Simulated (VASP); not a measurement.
Wanted: the native input for a VASP 6.6.1 run.

- Task: single point
- Functional: r2SCAN
- Potentials or basis: VASP PAW PBE potentials, release 64 (In_d, As)
- Cutoff: 520 eV
- k mesh: 4 × 4 × 4
- Occupations: fermi-dirac, width 0.1 eV
- Spin: no spin polarisation
- Dipole correction: no
- Further INCAR settings: ALGO = Normal; EDIFF = 1e-06; NBANDS = 30

The system is In3As.

```
In As
1.0
     4.85154    0.00000    0.00000
     0.00000    4.85154    0.00000
     0.00000    0.00000    4.85154
In As
3 1
Cartesian
  0.0000 2.4258 2.4258
  2.4258 0.0000 2.4258
  2.4258 2.4258 0.0000
  0.0000 0.0000 0.0000
```

These files were run (other wordings do the same):

POSCAR

```
In3As
1.0
    4.8515352076      0.0000000000      0.0000000000
    0.0000000000      4.8515352076      0.0000000000
    0.0000000000      0.0000000000      4.8515352076
In As
3 1
Direct
    0.0000000000      0.5000000000      0.5000000000
    0.5000000000      0.0000000000      0.5000000000
    0.5000000000      0.5000000000      0.0000000000
    0.0000000000      0.0000000000      0.0000000000
```

INCAR.step1

```
SYSTEM = In3As
PREC     = Accurate       ! precision mode
ENCUT    = 520            ! plane-wave cutoff, eV
ISMEAR   = -1             ! smearing method
SIGMA    = 0.1            ! smearing width, eV
LREAL    = .False.        ! projectors in reciprocal space
LASPH    = .True.         ! aspherical terms in the spheres
NELM     = 80             ! most SCF steps
NBANDS   = 30             ! bands
GGA      = PE             ! functional
ALGO     = Normal         ! electronic algorithm
EDIFF    = 1E-4           ! SCF threshold, eV
LWAVE    = .True.         ! write WAVECAR
LCHARG   = .False.        ! write CHGCAR
```

INCAR.step2

```
SYSTEM = In3As
PREC     = Accurate       ! precision mode
ENCUT    = 520            ! plane-wave cutoff, eV
EDIFF    = 1E-6           ! SCF threshold, eV
ISMEAR   = -1             ! smearing method
SIGMA    = 0.1            ! smearing width, eV
LREAL    = .False.        ! projectors in reciprocal space
LASPH    = .True.         ! aspherical terms in the spheres
NELM     = 80             ! most SCF steps
ALGO     = Normal         ! electronic algorithm
ISIF     = 2              ! what is computed and relaxed
LWAVE    = .False.        ! write WAVECAR
LCHARG   = .False.        ! write CHGCAR
METAGGA  = R2SCAN         ! meta-GGA
LMIXTAU  = .True.       
NBANDS   = 30             ! bands
ISTART   = 1
```

KPOINTS

```
regular mesh
0
Gamma
  4 4 4
  0 0 0
```

Potentials or basis: VASP PAW PBE potentials, release 64 (In_d, As).

Run with:

```bash
$ cat potpaw_PBE.64/In_d/POTCAR potpaw_PBE.64/As/POTCAR > POTCAR
$ cp INCAR.step1 INCAR
$ mpirun -np 1 vasp_std > vasp.out
$ cp INCAR.step2 INCAR
$ mpirun -np 1 vasp_std > vasp.out
```

It gave:

```
Pressure               : -4.7 GPa
Band gap on the k mesh : zero (bands 22 and 23 overlap by 3.39 eV)
```

Caveat: the cell stands under tension; the PAW data sets were made with another functional, which shifts forces and pressure a little; spin-orbit coupling is left out, which moves the levels of the heavy elements.

It took 2.1 min on 1 thread of Intel Xeon 8259CL (shared host), peak memory 0.22 GiB.
